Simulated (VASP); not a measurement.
Crystal: TiH.

```
CELL_PARAMETERS angstrom
0.00000 2.08970 2.08970
2.08970 0.00000 2.08970
2.08970 2.08970 0.00000
ATOMIC_POSITIONS crystal
Ti 0.00000 0.00000 0.00000
H 0.50000 0.50000 0.50000
```

* Program: VASP 6.6.1
* Task: relaxation of cell and atoms
* Functional: LDA
* Potentials or basis: VASP PAW LDA potentials, release 64 (Ti_sv, H)
* Cutoff: 600 eV
* k mesh: 7 × 7 × 7
* Occupations: methfessel-paxton, width 0.05 eV
* Spin: no spin polarisation

At the start: pressure -7.3 GPa; volume 9.13 Å³/atom.

**Question.** Where does the relaxation end?

**Answer.** Over 3 steps the energy falls by 12.2 meV/atom and the volume is 8.62 Å³/atom (-5.6 %); space group Fm-3m (No. 225, to 0.05 Å).

Step by step:
```
step  energy change (eV)  largest force (eV/Å)  pressure (GPa)  volume (Å³)
   1              0.0000                0.0000           -7.32        18.25
   2             -0.0244                0.0000            0.53        17.17
   3             -0.0244                0.0000           -0.03        17.23
```

Final structure:
```cif
data_structure
_symmetry_space_group_name_H-M 'P 1'
_symmetry_Int_Tables_number 1
_cell_length_a 2.8993
_cell_length_b 2.8993
_cell_length_c 2.8993
_cell_angle_alpha 60.000
_cell_angle_beta 60.000
_cell_angle_gamma 60.000
_cell_volume 17.23
loop_
_atom_site_label
_atom_site_type_symbol
_atom_site_fract_x
_atom_site_fract_y
_atom_site_fract_z
_atom_site_occupancy
Ti1 Ti 0.00000 0.00000 0.00000 1
H1 H 0.50000 0.50000 0.50000 1
```

Caveat: the k points lie up to 0.38 Å⁻¹ apart in the final cell.
